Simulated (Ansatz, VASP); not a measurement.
One calculation of MgSi, two programs

Contents of POSCAR:

```
MgSi
1.0
    2.9083940000      0.0000000000      0.0000000000
    0.0000000000      2.9083940000      0.0000000000
    0.0000000000      0.0000000000      4.1034270000
Mg Si
1 1
Direct
    0.0000000000      0.0000000000      0.0000000000
    0.5000000000      0.5000000000      0.4756301257
```

INCAR.step1

```
SYSTEM = MgSi
ALGO = Normal
EDIFF = 1E-4
ENCUT = 520
GGA = PE
ISMEAR = 0
LASPH = .TRUE.
LCHARG = .FALSE.
LREAL = .FALSE.
LWAVE = .TRUE.
NBANDS = 10
NELM = 100
PREC = Accurate
SIGMA = 0.15
```

File INCAR.step2:

```
SYSTEM = MgSi
ALGO = Normal
EDIFF = 1E-6
ENCUT = 520
ISIF = 2
ISMEAR = 0
ISTART = 1
LASPH = .TRUE.
LCHARG = .FALSE.
LMIXTAU = .TRUE.
LREAL = .FALSE.
LWAVE = .FALSE.
METAGGA = R2SCAN
NBANDS = 10
NELM = 100
PREC = Accurate
SIGMA = 0.15
```

The input KPOINTS:

```
k-points
0
G
  16 16 12
  0 0 0
```

Input for Ansatz:

```yaml
crystal:
  lattice:
    - [2.908394, 0.0, 0.0]
    - [0.0, 2.908394, 0.0]
    - [0.0, 0.0, 4.103427]
  atoms:
    - { symbol: Mg, position: [0.0, 0.0, 0.0] }
    - { symbol: Si, position: [0.5, 0.5, 0.4756301257] }
basis:
  ecutwfc: 500
kpoints:
  mp_grid: { grid: [16, 16, 12] }
hamiltonian:
  xc: r2scan
scf:
  occupations: { method: gaussian, width: 0.15 }
output:
  forces: true
  stress: true
  eigenvalues: true
```

Change from the starting cell: all Si atoms moved -0.100 Å, as atom 2 along Cartesian [0 0 1].

Alike in both runs: task single point; functional r2SCAN; k mesh 16 × 16 × 12; occupations gaussian, width 0.15 eV; no spin polarisation.

|  | VASP | Ansatz |
| --- | --- | --- |
| version | VASP 6.6.1 | Ansatz 0.2.0 |
| potentials or method | VASP PAW PBE potentials, release 64 (Mg, Si), cutoff 520 eV | scalar-relativistic, plane waves, PAW |
| valence electrons in the cell | 6 | 14 |

|  | VASP | Ansatz | Ansatz less VASP |
| --- | --- | --- | --- |
| gap on the k mesh at the Fermi level (eV) | none | none | - |
| pressure (GPa) | -1.2 | -0.9 | +0.29 |
| traceless stress, the component that is largest in VASP (GPa) | -2.17 | -2.14 | +0.039 |
| rms of the force components (eV/Å) | 0.219 | 0.222 | +0.0026 |

VASP's potentials were made for PBE, not for r2SCAN. Atom by atom the forces differ by 0.003 eV/Å (rms over components). A gap of «none» marks a metal or a gap that the smearing closes. VASP's potentials hold 6 valence electrons a cell and Ansatz's 14, so a difference there can come from the potentials and not from the codes.
